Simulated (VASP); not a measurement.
## GaP: single point with r2SCAN+rVV10

The system is GaP.

```xyz
2
Lattice="0.0000 2.7184 2.7184 2.7184 0.0000 2.7184 2.7184 2.7184 0.0000" Properties=species:S:1:pos:R:3 pbc="T T T"
Ga    0.0000    0.0000    0.0000
P     1.3592    1.3592    1.3592
```

- Program: VASP 6.6.1
- Task: single point
- Functional: r2SCAN
- Dispersion: rVV10
- Potentials or basis: VASP PAW PBE potentials, release 64 (Ga_d, P)
- Cutoff: 550 eV
- k mesh: 10 × 10 × 10
- Occupations: fermi-dirac, width 0.03 eV
- Spin: no spin polarisation

The pressure is -0.1 GPa and the band gap on the k mesh is 1.81 eV, indirect (least direct gap 2.39 eV).

Levels at points of the mesh, in eV from the valence-band top:
| k point | band 5 | band 6 | band 7 | band 8 | band 9 | band 10 | band 11 | band 12 | band 13 | band 14 |
| --- | --- | --- | --- | --- | --- | --- | --- | --- | --- | --- |
| (0.00, 0.00, 0.00) | -14.87 | -13.09 | 0.00 | 0.00 | 0.00 | 2.39 | 4.18 | 4.18 | 4.18 | 9.41 |
| (0.50, 0.00, 0.00) | -14.86 | -10.90 | -6.91 | -1.18 | -1.18 | 2.04 | 5.03 | 5.03 | 8.77 | 11.65 |
| (0.50, 0.50, 0.00) | -14.85 | -9.95 | -7.00 | -2.83 | -2.83 | 1.84 | 2.06 | 11.41 | 11.41 | 12.04 |

Wall time 2.6 min on 1 thread of AMD EPYC 7R13 Processor (Zen 3), with other jobs on the host, peak memory 0.27 GiB.

Caveat: the PAW data sets were made with another functional, which shifts forces and pressure a little. A k mesh can miss the band edges.
